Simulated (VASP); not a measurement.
Write the native input for VASP 6.6.1 that does the following.

| Item | Value |
| --- | --- |
| Task | single point |
| Functional | PBEsol |
| Potentials or basis | VASP PAW PBE potentials, release 64 (Al) |
| Cutoff | 520 eV |
| k mesh | 20 × 20 × 20 |
| Occupations | gaussian, width 0.15 eV |
| Spin | no spin polarisation |
| Dipole correction | no |
| Further INCAR settings | ALGO = Normal; EDIFF = 1e-06; NBANDS = 8 |

The structure of Al lies in POSCAR:

```
Al
1.0
   -1.6309991572      1.6309991572      1.5514382228
    1.6309991572     -1.6309991572      1.5514382228
    1.6309991572      1.6309991572     -1.5514382228
Al
1
Direct
    0.0000000000      0.0000000000      0.0000000000
```

This cell differs from its parent crystal: strain +0.025 along x and y, -0.025 along z.

One way to write it, as run:

INCAR

```
  ALGO = Normal
  EDIFF = 1E-6
  ENCUT = 520
  GGA = PS
  ISIF = 2
  ISMEAR = 0
  LASPH = True
  LCHARG = False
  LREAL = False
  LWAVE = False
  NBANDS = 8
  NELM = 80
  PREC = Accurate
  SIGMA = 0.15
```

KPOINTS

```
k-points
0
Gamma
  20 20 20
```

Potentials or basis: VASP PAW PBE potentials, release 64 (Al).

Run with:

```sh
$ cat potpaw_PBE.64/Al/POTCAR > POTCAR
$ mpirun -np 1 vasp_std > vasp.out
```

It gave:

```
Pressure : 0.3 GPa
```

Caveat: the cell differs from its parent crystal (strain +0.025 along x and y, -0.025 along z); the PAW data sets were made with another functional, which shifts forces and pressure a little.

Run time: 20 s on 1 thread of Intel(R) Xeon(R) 6975P-C (Granite Rapids) (shared host), peak memory 0.18 GiB.
